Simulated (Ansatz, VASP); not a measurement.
# NaH: VASP beside Ansatz

```
Na H
1.0
     0.00000    2.40015    2.40015
     2.40015    0.00000    2.40015
     2.40015    2.40015    0.00000
Na H
1 1
Direct
  0.00000 0.00000 0.00000
  0.50000 0.50000 0.50000
```

Alike in both runs: task single point; functional PBE; k mesh 12 × 12 × 12; occupations gaussian, width 0.05 eV; no spin polarisation.

```csv
,VASP,Ansatz
version,VASP 6.6.1,Ansatz 0.2.0
potentials or method,"VASP PAW PBE potentials, release 64 (Na_pv, H), cutoff 520 eV","scalar-relativistic, plane waves, PAW"
valence electrons in the cell,8,10
```

|  | VASP | Ansatz | Ansatz less VASP |
| --- | --- | --- | --- |
| gap on the k mesh at the Fermi level (eV) | 3.79 | 3.80 | +0.002 |
| least direct gap on the mesh (eV) | 4.66 | 4.66 | +0.005 |
| pressure (GPa) | 0.4 | 0.5 | +0.03 |

With one functional, cell and mesh, what is left measures potentials, basis and numerics. VASP's potentials hold 8 valence electrons a cell and Ansatz's 10, so a difference there can come from the potentials and not from the codes.
